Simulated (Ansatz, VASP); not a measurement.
## Ti: VASP beside Ansatz

```xyz
2
Lattice="2.8647 0.0000 0.0000 -1.4324 2.4809 0.0000 0.0000 0.0000 4.5459" Properties=species:S:1:pos:R:3 pbc="T T T"
Ti    0.0000    1.6540    1.1365
Ti    1.4324    0.8270    3.4094
```

Alike in both runs: functional LDA; k mesh 15 × 15 × 8; occupations fermi-dirac, width 0.15 eV; no spin polarisation.

Ansatz relaxed the structure, and its values are those at the end. VASP's run is a single point on that final structure, the one shown.

```csv
,VASP,Ansatz
version,VASP 6.6.1,Ansatz 0.2.0
potentials or method,"VASP PAW LDA potentials, release 64 (Ti_sv), cutoff 520 eV","scalar-relativistic, plane waves, PAW"
valence electrons in the cell,24,24
```

```csv
,VASP,Ansatz,Ansatz less VASP
gap on the k mesh at the Fermi level (eV),none,none,-
pressure (GPa),-0.3,0.0,+0.28
```

Ansatz warns that its potentials were made for another functional, while VASP's fit it. LDA's correlation is that of Perdew and Zunger in VASP and of Perdew and Wang (1992) in Ansatz. A gap of «none» marks a metal or a gap that the smearing closes.
